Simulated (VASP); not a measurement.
# CoO (Fm-3m) in VASP: single point with PBEsol

Aim: the single point of CoO with PBEsol.

Program: VASP 6.6.1. These are calculated values, not measurements. Logs are shortened: lines on timing, memory, paths and dates and some standing lists are left out, and cuts for length are marked.

### Step 1. The cell of the first run

Symmetry: Fm-3m, No. 225, cubic system. Conventional cell: a = 4.263 Å, b = 4.263 Å, c = 4.263 Å, α = 90.00°, β = 90.00°, γ = 90.00°. Within 2.8 Å of Co (site symmetry m-3m) lie 6 O at 2.13 Å. Within 2.8 Å of O (site symmetry m-3m) lie 6 Co at 2.13 Å.

### Step 2. Single point, PBEsol, collinear spin, ferromagnetic start

Contents of INCAR:

```
ALGO     = Normal         # electronic algorithm
EDIFF    = 1E-7           # SCF threshold, eV
ENCUT    = 520            # plane-wave cutoff, eV
GGA      = PS             # functional
ISIF     = 2              # what is computed and relaxed
ISMEAR   = 0              # smearing method
ISPIN    = 2              # spin polarisation
LASPH    = T              # aspherical terms in the spheres
LCHARG   = F              # write CHGCAR
LMAXMIX  = 4              # l up to which the mixer works
LORBIT   = 11             # projections on sites
LREAL    = F              # projectors in reciprocal space
LWAVE    = F              # write WAVECAR
MAGMOM   = 2.74 0.37      # initial moments
NBANDS   = 18             # bands
NELM     = 150            # most SCF steps
PREC     = Accurate       # precision mode
SIGMA    = 0.15           # smearing width, eV
```

Contents of KPOINTS:

```
k-points
0
Gamma
  22 22 22
```

Contents of POSCAR:

```
CoO
1.0
    0.0000000000      2.1315000000      2.1315000000
    2.1315000000      0.0000000000      2.1315000000
    2.1315000000      2.1315000000      0.0000000000
Co O
1 1
Direct
    0.0000000000      0.0000000000      0.0000000000
    0.5000000000      0.5000000000      0.5000000000
```

Potentials or basis: VASP PAW PBE potentials, release 64 (Co, O).

The run is started by

```
cat potpaw_PBE.64/Co/POTCAR potpaw_PBE.64/O/POTCAR > POTCAR
mpirun -np 1 vasp_std > vasp.out
```

OUTCAR:

```text
EDIFF = 1E-7
   ENCUT = 520
   GGA = PS
   ISIF = 2
   ISMEAR = 0
   ISPIN = 2
   LASPH = T
   LORBIT = 11
   LREAL = F
   NELM = 150
   PREC = Accurate

 ion  position               nearest neighbor table
   1  0.000  0.000  0.000-   2 2.13   2 2.13   2 2.13   2 2.13   2 2.13   2 2.13
   2  0.500  0.500  0.500-   1 2.13   1 2.13   1 2.13   1 2.13   1 2.13   1 2.13

  LATTYP: Found a face centered cubic cell.
 ALAT       =     4.2630000000

  Lattice vectors:

 A1 = (   0.0000000000,   2.1315000000,   2.1315000000)
 A2 = (   2.1315000000,   0.0000000000,   2.1315000000)
 A3 = (   2.1315000000,   2.1315000000,   0.0000000000)

Analysis of symmetry for initial positions (statically):
=====================================================================
 Subroutine PRICEL returns:
 Original cell was already a primitive cell.

 Routine SETGRP: Setting up the symmetry group for a
 face centered cubic supercell.

 Subroutine GETGRP returns: Found 48 space group operations
 (whereof 48 operations were pure point group operations)
 out of a pool of 48 trial point group operations.

The static configuration has the point symmetry O_h .

Analysis of symmetry for dynamics (positions and initial velocities):
=====================================================================
 Subroutine PRICEL returns:
 Original cell was already a primitive cell.

 Routine SETGRP: Setting up the symmetry group for a
 face centered cubic supercell.

 Subroutine GETGRP returns: Found 48 space group operations
 (whereof 48 operations were pure point group operations)
 out of a pool of 48 trial point group operations.

The dynamic configuration has the point symmetry O_h .

Analysis of structural, dynamic, and magnetic symmetry:
=====================================================================
 Subroutine PRICEL returns:
 Original cell was already a primitive cell.

 Routine SETGRP: Setting up the symmetry group for a
 face centered cubic supercell.

 Subroutine GETGRP returns: Found 48 space group operations
 (whereof 48 operations were pure point group operations)
 out of a pool of 48 trial point group operations.

The overall configuration has the point symmetry O_h .

 Subroutine INISYM returns: Found 48 space group operations
 (whereof 48 operations are pure point group operations),
 and found     1 'primitive' translations

----------------------------------------------------------------------------------------

                                     Primitive cell

  volume of cell :      19.3681

  direct lattice vectors                    reciprocal lattice vectors
     0.000000000  2.131500000  2.131500000    -0.234576589  0.234576589  0.234576589
     2.131500000  0.000000000  2.131500000     0.234576589 -0.234576589  0.234576589
     2.131500000  2.131500000  0.000000000     0.234576589  0.234576589 -0.234576589

  length of vectors
     3.014396208  3.014396208  3.014396208     0.406298571  0.406298571  0.406298571

  position of ions in fractional coordinates (direct lattice)
     0.000000000  0.000000000  0.000000000
     0.500000000  0.500000000  0.500000000

  ion indices of the primitive-cell ions
   primitive index   ion index
                 1           1
                 2           2

----------------------------------------------------------------------------------------

 KPOINTS: k-points

Automatic generation of k-mesh.
 Grid dimensions read from file:
 generate k-points for:   22   22   22

 Generating k-lattice:

  Cartesian coordinates                     Fractional coordinates (reciprocal lattice)
    -0.010662572  0.010662572  0.010662572     0.045454545  0.000000000  0.000000000
     0.010662572 -0.010662572  0.010662572     0.000000000  0.045454545  0.000000000
     0.010662572  0.010662572 -0.010662572     0.000000000  0.000000000  0.045454545

  Length of vectors
     0.018468117  0.018468117  0.018468117

  Shift w.r.t. Gamma in fractional coordinates (k-lattice)
     0.000000000  0.000000000  0.000000000

 Subroutine IBZKPT returns following result:
 ===========================================

 Found    328 irreducible k-points:

 Following reciprocal coordinates:
            Coordinates               Weight
  0.000000  0.000000  0.000000      1.000000
  0.045455  0.000000  0.000000      8.000000
  0.090909  0.000000  0.000000      8.000000
  0.136364  0.000000  0.000000      8.000000
  0.181818  0.000000  0.000000      8.000000
  0.227273  0.000000  0.000000      8.000000
[... 16 lines left out ...]
  0.500000  0.045455  0.000000     24.000000
 -0.454545  0.045455  0.000000     24.000000
 [... further k-points ...]
   k-points           NKPTS =    328   k-points in BZ     NKDIM =    328   number of bands    NBANDS=     18
   number of dos      NEDOS =    301   number of ions     NIONS =      2
   total plane-waves  NPLWV =  13824
   dimension x,y,z NGX =    24 NGY =   24 NGZ =   24
   dimension x,y,z NGXF=    48 NGYF=   48 NGZF=   48
   ions per type =               1   1
   NGX,Y,Z   is equivalent  to a cutoff of  13.24, 13.24, 13.24 a.u.
   NGXF,Y,Z  is equivalent  to a cutoff of  26.47, 26.47, 26.47 a.u.
 SYSTEM =  unknown system
   PREC   = accura    normal or accurate (medium, high low for compatibility)
   ISTART =      0    job   : 0-new  1-cont  2-samecut
   ICHARG =      2    charge: 1-file 2-atom 10-const
   ISPIN  =      2    spin polarized calculation?
   LNONCOLLINEAR =      F non collinear calculations
   LSORBIT =      F    spin-orbit coupling
   LASPH  =      T    aspherical Exc in radial PAW
   ENCUT  =  520.0 eV  38.22 Ry    6.18 a.u.   5.60  5.60  5.60*2*pi/ulx,y,z
   NELM   =    150;   NELMIN=  2; NELMDL= -5     # of ELM steps
   EDIFF  = 0.1E-06   stopping-criterion for ELM
   LREAL  =      F    real-space projection
   EDIFFG = 0.1E-05   stopping-criterion for IOM
   NSW    =      0    number of steps for IOM
   IBRION =     -1    ionic relax: 0-MD 1-quasi-New 2-CG
   NFREE  =      0    steps in history (QN), initial steepest desc. (CG)
   ISIF   =      2    stress and relaxation
   ISYM   =      2    0-nonsym 1-usesym 2-fastsym
   POTIM  = 0.5000    time-step for ionic-motion
   TEBEG  =    0.0;   TEEND  =   0.0 temperature during run
   PSTRESS=    0.0 pullay stress
   NELECT =      15.0000    total number of electrons
   NUPDOWN=      -1.0000    fix difference up-down
   EMIN   =  10.00;   EMAX   =-10.00  energy-range for DOS
   EFERMI =   0.00;   METHOD = LEGACY
   ISMEAR =     0;   SIGMA  =   0.15  broadening in eV -4-tet -1-fermi 0-gaus
   EFERMI_NEDOS =   21; number of points for ismear=-14 and -15
   IALGO  =     38    algorithm
   IMIX   =      4    mixing-type and parameters
     AMIX     =   0.40;   BMIX     =  1.00
     AMIX_MAG =   1.60;   BMIX_MAG =  1.00
  volume/ion in A,a.u.               =       9.68        65.35
  Fermi-wavevector in a.u.,A,eV,Ry     =   1.503407  2.841027 30.752334  2.260233
  Thomas-Fermi vector in A             =   2.614521
   LORBIT       =     11    0 simple, 1 ext, 2 COOP (PROOUT), +10 PAW based schemes
   GGA     = PS    functional components
   LHFCALC =     F    Hartree Fock is set to
   AEXX    =    0.0000 exact exchange contribution
   IVDW    =     0    specifies the selected vdW correction
   LEPSILON=     F    determine dielectric tensor
   LRPA    =     F    only Hartree local field effects (RPA)
 spin polarized calculation
 Gauss-broadening in eV      SIGMA  =   0.15
  energy-cutoff  :      520.00
  volume of cell :       19.37
 maximum number of plane-waves:       544
   NGX = 11   NGY = 11   NGZ = 11

 number of electron      15.0000007 magnetization       2.9294747

 Free energy of the ion-electron system (eV)
  ---------------------------------------------------
  ext. energy  EPLUGINS =         0.00000000
  ---------------------------------------------------
  free energy    TOTEN  =       -13.96415568 eV

  energy without entropy =      -13.91757253  energy(sigma->0) =      -13.94086411

 E-fermi :   7.7858     XC(G=0): -12.6478

 val. band max:        7.7852629845   @ k =  -0.1818   0.2727   0.0909
 cond. band min:       7.7866878013   @ k =  -0.4091   0.4091   0.1364
 fundamental gap:      0.0014248169
 Fermi energy:         7.7858063665

 spin component 1

 k-point     1 :       0.0000    0.0000    0.0000
  band No.  band energies     occupation
      1     -12.4139      1.00000
      2       4.5055      1.00000
      3       4.5055      1.00000
      4       4.5791      1.00000
      5       4.5791      1.00000
      6       4.5791      1.00000
[... 10 lines left out ...]
     17      29.0191      0.00000
     18      32.4752      0.00000
[... 463 lines left out ...]
 k-point    24 :      -0.4545    0.0455    0.0000
  band No.  band energies     occupation
      1     -11.1647      1.00000
      2      -0.3975      1.00000
      3       1.7377      1.00000
      4       1.7472      1.00000
      5       5.3691      1.00000
      6       5.3694      1.00000
[... 10 lines left out ...]
     17      33.4890      0.00000
     18      35.1124      0.00000

 [... further k-points ...]

 spin component 2

 k-point     1 :       0.0000    0.0000    0.0000
  band No.  band energies     occupation
      1     -11.8765      1.00000
      2       5.1875      1.00000
      3       5.1875      1.00000
      4       5.1875      1.00000
      5       6.6894      1.00000
      6       6.6895      1.00000
[... 10 lines left out ...]
     17      29.9629      0.00000
     18      33.2929      0.00000
[... 463 lines left out ...]
 k-point    24 :      -0.4545    0.0455    0.0000
  band No.  band energies     occupation
      1     -10.5854      1.00000
      2       0.1907      1.00000
      3       3.0772      1.00000
      4       3.0957      1.00000
      5       7.6468      0.90495
      6       7.6604      0.88141
[... 10 lines left out ...]
     17      33.9066      0.00000
     18      35.5706      0.00000

 [... further k-points ...]
[... 5 lines left out ...]
  --------------------------------------------------------------------------------------
  -------------------------------------------------------------------------------------
  Total       -1.3613263     -1.3613263     -1.3613263      0.0000000      0.0000000     -0.0000000
  in kB     -112.6125555   -112.6125555   -112.6125555      0.0000000      0.0000000     -0.0000000
  external PRESSURE =    -112.6125555 kB  Pullay stress =       0.0000000 kB

 VOLUME and BASIS-vectors are now :
 -----------------------------------------------------------------------------
  energy-cutoff  :      520.00
  volume of cell :       19.37
      direct lattice vectors                 reciprocal lattice vectors
     0.000000000  2.131500000  2.131500000    -0.234576589  0.234576589  0.234576589
     2.131500000  0.000000000  2.131500000     0.234576589 -0.234576589  0.234576589
     2.131500000  2.131500000  0.000000000     0.234576589  0.234576589 -0.234576589

 POSITION                                       TOTAL-FORCE (eV/Angst)
 -----------------------------------------------------------------------------------
      0.00000      0.00000      0.00000         0.000000      0.000000      0.000000
      2.13150      2.13150      2.13150        -0.000000      0.000000      0.000000
 -----------------------------------------------------------------------------------
    total drift:                                0.000000     -0.000000     -0.000000

  FREE ENERGIE OF THE ION-ELECTRON SYSTEM (eV)
  ---------------------------------------------------
  free  energy   TOTEN  =       -13.9641556758 eV

  energy  without entropy=      -13.9175725349  energy(sigma->0) =      -13.94086411

 total charge

# of ion       s       p       d       tot
------------------------------------------
    1        0.297   0.360   7.142   7.798
    2        1.551   3.398   0.000   4.949
--------------------------------------------------
tot          1.847   3.758   7.142  12.747

 magnetization (x)

# of ion       s       p       d       tot
------------------------------------------
    1        0.020   0.017   2.525   2.562
    2        0.029   0.285   0.000   0.314
--------------------------------------------------
tot          0.049   0.302   2.525   2.875
```

Run time: 2.8 min. Hardware: 1 thread of Intel Xeon Platinum 8259CL at 2.50GHz (Skylake/Cascade Lake), shared host; peak memory 0.29 GiB.

What came out:

```
Free energy                                           : -13.9642 eV
Pressure                                              : -11.3 GPa
Net moment                                            : 2.93 μB per cell
Site moments                                          : Co +2.56; O +0.31 μB
Valence electrons inside the program's atomic spheres : Co 7.80; O 4.95
```

Caveat: the cell stands under tension; the PAW data sets were made with another functional, which shifts forces and pressure a little; a cell with one magnetic atom can't hold antiferromagnetic order, which such compounds often take; semilocal functionals often make such compounds metallic where correlation or magnetic order opens a gap, which also shifts bond lengths.
